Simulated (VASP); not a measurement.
# C (P-1) in VASP: further runs

C is run at these levels: PBEsol; tasks: single point.

Everything below comes from runs of VASP 6.6.1. Logs are shortened: lines on timing, memory, paths and dates and some standing lists are left out, and cuts for length are marked.

## 1. The cell of the first run

The typed cell holds 4 atoms: a = 2.459 Å, b = 2.459 Å, c = 7.378 Å, α = 90.00°, β = 90.00°, γ = 119.99°.

## 2. Single point, PBEsol

The input, INCAR:

```
SYSTEM = C
PREC = Accurate ; ENCUT = 600
EDIFF = 1E-6 ; ISMEAR = 0
SIGMA = 0.15 ; LREAL = .False.
LASPH = .True. ; NELM = 120
ALGO = Normal ; ISIF = 2
LWAVE = .False. ; LCHARG = .False.
GGA = PS ; NBANDS = 16
GGA_COMPAT = .False.
```

The input, KPOINTS:

```
Automatic mesh
0
Gamma
  18 18 6
  0 0 0
```

The input, POSCAR:

```
C
1.0
    1.2294745828     -2.1290849001      0.0000000000
    1.2294745828      2.1290849001      0.0000000000
    0.0000000000      0.0000000000      7.3778161753
C
4
Direct
   -0.0006165927      0.7927229090      0.7498447626
    0.6672598987      0.5406337850      0.2501553200
    1.0006165927      0.2072770910      0.2501552374
    0.3327401013      0.4593662150      0.7498446800
```

Potentials or basis: VASP PAW PBE potentials, release 64 (C).

Launch:

```console
$ cat potpaw_PBE.64/C/POTCAR > POTCAR
$ mpirun -np 1 vasp_std > vasp.out
```

OUTCAR:

```text
SYSTEM = C
   PREC = Accurate
   ENCUT = 600
   EDIFF = 1E-6
   ISMEAR = 0
   LREAL = .False.
   LASPH = .True.
   NELM = 120
   ISIF = 2
   GGA = PS

 ion  position               nearest neighbor table
   1  0.999  0.793  0.750-   4 1.42   4 1.42   4 1.42
   2  0.667  0.541  0.250-   3 1.42   3 1.42   3 1.42
   3  0.001  0.207  0.250-   2 1.42   2 1.42   2 1.42
   4  0.333  0.459  0.750-   1 1.42   1 1.42   1 1.42

  LATTYP: Found a base centered orthorhombic cell.
 ALAT       =     2.4589491656
 B/A-ratio  =     1.7317030623
 C/A-ratio  =     3.0003939400

  Lattice vectors:

 A1 = (   1.2294745828,  -2.1290849001,   0.0000000000)
 A2 = (   1.2294745828,   2.1290849001,   0.0000000000)
 A3 = (   0.0000000000,   0.0000000000,   7.3778161753)

Analysis of symmetry for initial positions (statically):
=====================================================================
 Subroutine PRICEL returns:
 Original cell was already a primitive cell.

 Routine SETGRP: Setting up the symmetry group for a
 base centered orthorhombic supercell.

 Subroutine GETGRP returns: Found  2 space group operations
 (whereof  2 operations were pure point group operations)
 out of a pool of  8 trial point group operations.

The static configuration has the point symmetry S_2 .

Analysis of symmetry for dynamics (positions and initial velocities):
=====================================================================
 Subroutine PRICEL returns:
 Original cell was already a primitive cell.

 Routine SETGRP: Setting up the symmetry group for a
 base centered orthorhombic supercell.

 Subroutine GETGRP returns: Found  2 space group operations
 (whereof  2 operations were pure point group operations)
 out of a pool of  8 trial point group operations.

The dynamic configuration has the point symmetry S_2 .

 Subroutine INISYM returns: Found  2 space group operations
 (whereof  2 operations are pure point group operations),
 and found     1 'primitive' translations

----------------------------------------------------------------------------------------

                                     Primitive cell

  volume of cell :      38.6252

  direct lattice vectors                    reciprocal lattice vectors
     1.229474583 -2.129084900  0.000000000     0.406677785 -0.234842678  0.000000000
     1.229474583  2.129084900  0.000000000     0.406677785  0.234842678  0.000000000
     0.000000000  0.000000000  7.377816175     0.000000000  0.000000000  0.135541463

  length of vectors
     2.458578911  2.458578911  7.377816175     0.469614634  0.469614634  0.135541463

  position of ions in fractional coordinates (direct lattice)
     0.999383407  0.792722909  0.749844763
     0.667259899  0.540633785  0.250155320
     0.000616593  0.207277091  0.250155237
     0.332740101  0.459366215  0.749844680

  ion indices of the primitive-cell ions
   primitive index   ion index
                 1           1
                 2           2
                 3           3
                 4           4

----------------------------------------------------------------------------------------

 KPOINTS: Automatic mesh

Automatic generation of k-mesh.
 Grid dimensions read from file:
 generate k-points for:   18   18    6

 Generating k-lattice:

  Cartesian coordinates                     Fractional coordinates (reciprocal lattice)
     0.022593210 -0.013046815  0.000000000     0.055555556 -0.000000000  0.000000000
     0.022593210  0.013046815  0.000000000    -0.000000000  0.055555556  0.000000000
     0.000000000  0.000000000  0.022590244     0.000000000  0.000000000  0.166666667

  Length of vectors
     0.026089702  0.026089702  0.022590244

  Shift w.r.t. Gamma in fractional coordinates (k-lattice)
     0.000000000  0.000000000  0.000000000

 Subroutine IBZKPT returns following result:
 ===========================================

 Found    976 irreducible k-points:

 Following reciprocal coordinates:
            Coordinates               Weight
  0.000000  0.000000  0.000000      1.000000
  0.055556  0.000000  0.000000      2.000000
  0.000000  0.055556  0.000000      2.000000
  0.111111  0.000000  0.000000      2.000000
  0.000000  0.111111  0.000000      2.000000
  0.166667 -0.000000  0.000000      2.000000
[... 16 lines left out ...]
  0.166667  0.055556  0.000000      2.000000
  0.055556  0.166667  0.000000      2.000000
 [... further k-points ...]
   k-points           NKPTS =    976   k-points in BZ     NKDIM =    976   number of bands    NBANDS=     16
   number of dos      NEDOS =    301   number of ions     NIONS =      4
   total plane-waves  NPLWV =  24000
   dimension x,y,z NGX =    20 NGY =   20 NGZ =   60
   dimension x,y,z NGXF=    40 NGYF=   40 NGZF=  120
   ions per type =               4
   NGX,Y,Z   is equivalent  to a cutoff of  13.52, 13.52, 13.52 a.u.
   NGXF,Y,Z  is equivalent  to a cutoff of  27.05, 27.05, 27.04 a.u.
 SYSTEM =  C
   PREC   = accura    normal or accurate (medium, high low for compatibility)
   ISTART =      0    job   : 0-new  1-cont  2-samecut
   ICHARG =      2    charge: 1-file 2-atom 10-const
   ISPIN  =      1    spin polarized calculation?
   LNONCOLLINEAR =      F non collinear calculations
   LSORBIT =      F    spin-orbit coupling
   LASPH  =      T    aspherical Exc in radial PAW
   ENCUT  =  600.0 eV  44.10 Ry    6.64 a.u.   4.91  4.91 14.74*2*pi/ulx,y,z
   NELM   =    120;   NELMIN=  2; NELMDL= -5     # of ELM steps
   EDIFF  = 0.1E-05   stopping-criterion for ELM
   LREAL  =      F    real-space projection
   EDIFFG = 0.1E-04   stopping-criterion for IOM
   NSW    =      0    number of steps for IOM
   IBRION =     -1    ionic relax: 0-MD 1-quasi-New 2-CG
   NFREE  =      0    steps in history (QN), initial steepest desc. (CG)
   ISIF   =      2    stress and relaxation
   ISYM   =      2    0-nonsym 1-usesym 2-fastsym
   POTIM  = 0.5000    time-step for ionic-motion
   TEBEG  =    0.0;   TEEND  =   0.0 temperature during run
   PSTRESS=    0.0 pullay stress
   NELECT =      16.0000    total number of electrons
   NUPDOWN=      -1.0000    fix difference up-down
   EMIN   =  10.00;   EMAX   =-10.00  energy-range for DOS
   EFERMI =   0.00;   METHOD = LEGACY
   ISMEAR =     0;   SIGMA  =   0.15  broadening in eV -4-tet -1-fermi 0-gaus
   EFERMI_NEDOS =   21; number of points for ismear=-14 and -15
   IALGO  =     38    algorithm
   IMIX   =      4    mixing-type and parameters
     AMIX     =   0.40;   BMIX     =  1.00
     AMIX_MAG =   1.60;   BMIX_MAG =  1.00
  volume/ion in A,a.u.               =       9.66        65.16
  Fermi-wavevector in a.u.,A,eV,Ry     =   1.220370  2.306164 20.263182  1.489302
  Thomas-Fermi vector in A             =   2.355589
   LORBIT       =      0    0 simple, 1 ext, 2 COOP (PROOUT), +10 PAW based schemes
   GGA     = PS    functional components
   LHFCALC =     F    Hartree Fock is set to
   AEXX    =    0.0000 exact exchange contribution
   IVDW    =     0    specifies the selected vdW correction
   LEPSILON=     F    determine dielectric tensor
   LRPA    =     F    only Hartree local field effects (RPA)
 non-spin polarized calculation
 Gauss-broadening in eV      SIGMA  =   0.15
  energy-cutoff  :      600.00
  volume of cell :       38.63
 maximum number of plane-waves:      1326
   NGX =  9   NGY =  9   NGZ = 29

 number of electron      16.0000001 magnetization

 Free energy of the ion-electron system (eV)
  ---------------------------------------------------
  ext. energy  EPLUGINS =         0.00000000
  ---------------------------------------------------
  free energy    TOTEN  =       -38.58217294 eV

  energy without entropy =      -38.58150907  energy(sigma->0) =      -38.58184100

 E-fermi :   3.8567     XC(G=0):  -9.8852

 val. band max:        3.8553346292   @ k =   0.3333   0.3333   0.5000
 cond. band min:       3.8567886777   @ k =   0.3333   0.3333   0.5000
 fundamental gap:      0.0014540485
 Fermi energy:         3.8567408083

 k-point     1 :       0.0000    0.0000    0.0000
  band No.  band energies     occupation
      1     -15.7553      2.00000
      2     -15.6133      2.00000
      3      -4.4229      2.00000
      4      -3.2151      2.00000
      5       0.8645      2.00000
      6       0.8661      2.00000
[... 8 lines left out ...]
     15      15.4116      0.00000
     16      15.4351      0.00000

 k-point     2 :       0.0556    0.0000    0.0000
  band No.  band energies     occupation
      1     -15.6816      2.00000
      2     -15.5403      2.00000
      3      -4.3332      2.00000
      4      -3.1292      2.00000
      5       0.5642      2.00000
      6       0.5730      2.00000
[... 8 lines left out ...]
     15      15.1206      0.00000
     16      15.2095      0.00000

 k-point     3 :       0.0000    0.0556    0.0000
  band No.  band energies     occupation
      1     -15.6816      2.00000
      2     -15.5403      2.00000
      3      -4.3333      2.00000
      4      -3.1292      2.00000
      5       0.5643      2.00000
      6       0.5727      2.00000
[... 8 lines left out ...]
     15      15.1294      0.00000
     16      15.2006      0.00000

 k-point     4 :       0.1111    0.0000    0.0000
  band No.  band energies     occupation
      1     -15.4608      2.00000
      2     -15.3216      2.00000
      3      -4.0650      2.00000
      4      -2.8727      2.00000
      5      -0.2608      2.00000
      6      -0.2430      2.00000
[... 8 lines left out ...]
     15      14.3429      0.00000
     16      14.5208      0.00000
[... 324 lines left out ...]
 k-point    22 :       0.0556    0.1111    0.0000
  band No.  band energies     occupation
      1     -15.2405      2.00000
      2     -15.1035      2.00000
      3      -3.7982      2.00000
      4      -2.6178      2.00000
      5      -0.9214      2.00000
      6      -0.8974      2.00000
[... 8 lines left out ...]
     15      13.9813      0.00000
     16      14.0178      0.00000

 k-point    23 :       0.1667    0.0556    0.0000
  band No.  band energies     occupation
      1     -14.8017      2.00000
      2     -14.6688      2.00000
      3      -3.2687      2.00000
      4      -2.1636      2.00000
      5      -2.1304      2.00000
      6      -2.1140      2.00000
[... 8 lines left out ...]
     15      15.2947      0.00000
     16      15.3231      0.00000

 k-point    24 :       0.0556    0.1667    0.0000
  band No.  band energies     occupation
      1     -14.8017      2.00000
      2     -14.6688      2.00000
      3      -3.2690      2.00000
      4      -2.1637      2.00000
      5      -2.1304      2.00000
      6      -2.1137      2.00000
[... 8 lines left out ...]
     15      15.2883      0.00000
     16      15.3295      0.00000

 [... further k-points ...]
[... 5 lines left out ...]
  --------------------------------------------------------------------------------------
  -------------------------------------------------------------------------------------
  Total        0.1189205      0.1351255     -0.0116397     -0.0036982     -0.0001162      0.0004393
  in kB        4.9328377      5.6050235     -0.4828144     -0.1534003     -0.0048213      0.0182209
  external PRESSURE =       3.3516823 kB  Pullay stress =       0.0000000 kB

 VOLUME and BASIS-vectors are now :
 -----------------------------------------------------------------------------
  energy-cutoff  :      600.00
  volume of cell :       38.63
      direct lattice vectors                 reciprocal lattice vectors
     1.229474583 -2.129084900  0.000000000     0.406677785 -0.234842678  0.000000000
     1.229474583  2.129084900  0.000000000     0.406677785  0.234842678  0.000000000
     0.000000000  0.000000000  7.377816175     0.000000000  0.000000000  0.135541463

 POSITION                                       TOTAL-FORCE (eV/Angst)
 -----------------------------------------------------------------------------------
      2.20335     -0.44000      5.53222         0.007889     -0.003478      0.000197
      1.48507     -0.26960      1.84560        -0.008432      0.000772     -0.000189
      0.25560      0.44000      1.84560        -0.007889      0.003478     -0.000197
      0.97387      0.26960      5.53222         0.008432     -0.000772      0.000189
 -----------------------------------------------------------------------------------
    total drift:                                0.000000      0.000000      0.000000

  FREE ENERGIE OF THE ION-ELECTRON SYSTEM (eV)
  ---------------------------------------------------
  free  energy   TOTEN  =       -38.5821729406 eV

  energy  without entropy=      -38.5815090685  energy(sigma->0) =      -38.58184100
```

Wall time 9.8 min (1 thread of Intel Xeon Platinum 8259CL at 2.50GHz (Skylake/Cascade Lake), shared host); peak memory 0.59 GiB.

Results:

```yaml
Free_energy: -38.5822 eV
Pressure: 0.3 GPa
Largest_force: 0.009 eV/Å
Band_gap_on_the_k_mesh: zero (filled and empty bands touch)
```

Forces on the atoms (eV/Å):
```
C    0.008 -0.003  0.000
C   -0.008  0.001  0.000
C   -0.008  0.003  0.000
C    0.008 -0.001  0.000
```

Caveat: this functional lacks dispersion, which binds the layers, so the pressure and a relaxed spacing across them are unreliable; the PAW data sets were made with another functional, which shifts forces and pressure a little.

## 3. Single point, PBEsol

The input, INCAR:

```
SYSTEM = C
  ALGO = Normal
  EDIFF = 1E-6
  ENCUT = 600
  GGA = PS
  GGA_COMPAT = .False.
  ISIF = 2
  ISMEAR = 0
  LASPH = .True.
  LCHARG = .False.
  LREAL = .False.
  LWAVE = .False.
  NBANDS = 16
  NELM = 120
  PREC = Accurate
  SIGMA = 0.15
```

The input, KPOINTS:

```
k-points
0
Gamma
  18 18 6
  0 0 0
```

The input, POSCAR:

```
C
1.0
    1.2294745828     -2.1290849001      0.0000000000
    1.2294745828      2.1290849001      0.0000000000
    0.0000000000      0.0000000000      7.3778161753
C
4
Direct
    0.0940581432      0.7673460677      0.7498448864
    0.5725851628      0.5660106263      0.2501554438
    0.9059418568      0.2326539323      0.2501551136
    0.4274148372      0.4339893737      0.7498445562
```

Potentials or basis: VASP PAW PBE potentials, release 64 (C).

Launch:

```console
$ cat potpaw_PBE.64/C/POTCAR > POTCAR
$ mpirun -np 1 vasp_std > vasp.out
```

Wall time 3.9 min (1 thread of Intel Xeon 6975P-C (Granite Rapids), shared host); peak memory 0.59 GiB.

It converged, with:

```
Free energy   : -38.5871 eV
Pressure      : 0.3 GPa
Largest force : 0.006 eV/Å
```

Forces on the atoms (eV/Å):
```
C    0.003 -0.005  0.000
C   -0.004 -0.002  0.000
C   -0.003  0.005  0.000
C    0.004  0.002  0.000
```

Stress tensor (GPa, compression positive):
```
 0.51 -0.05  0.00
-0.05  0.66  0.00
 0.00  0.00 -0.33
```

Levels at points of the mesh, in eV from the Fermi level:
```
           k point  band 4  band 5  band 6  band 7  band 8  band 9  band 10  band 11  band 12  band 13
(0.00, 0.00, 0.00)   -7.07   -2.99   -2.99   -2.99   -2.98    3.43     8.34     8.35     8.36     8.36
(0.50, 0.00, 0.00)  -13.28   -6.42   -6.40   -2.44   -2.39    1.72     1.74     7.35     7.54    10.80
(0.00, 0.50, 0.00)  -13.25   -6.42   -6.40   -2.71   -2.05    1.29     2.10     7.36     7.53    10.72
(0.50, 0.50, 0.00)  -13.26   -6.42   -6.41   -2.61   -2.18    1.45     1.98     7.37     7.50    10.75
(0.00, 0.00, 0.50)   -7.72   -2.99   -2.99   -2.99   -2.99    5.42     5.43     8.36     8.36     8.36
(0.50, 0.00, 0.50)  -13.28   -6.41   -6.41   -2.38   -2.38    1.63     1.63     7.44     7.44    11.88
(0.00, 0.50, 0.50)  -13.28   -6.41   -6.41   -2.38   -2.38    1.63     1.64     7.44     7.44    11.94
(0.50, 0.50, 0.50)  -13.28   -6.42   -6.42   -2.38   -2.38    1.63     1.63     7.44     7.44    11.91
```

Caveat: this functional lacks dispersion, which binds the layers, so the pressure and a relaxed spacing across them are unreliable; the PAW data sets were made with another functional, which shifts forces and pressure a little.
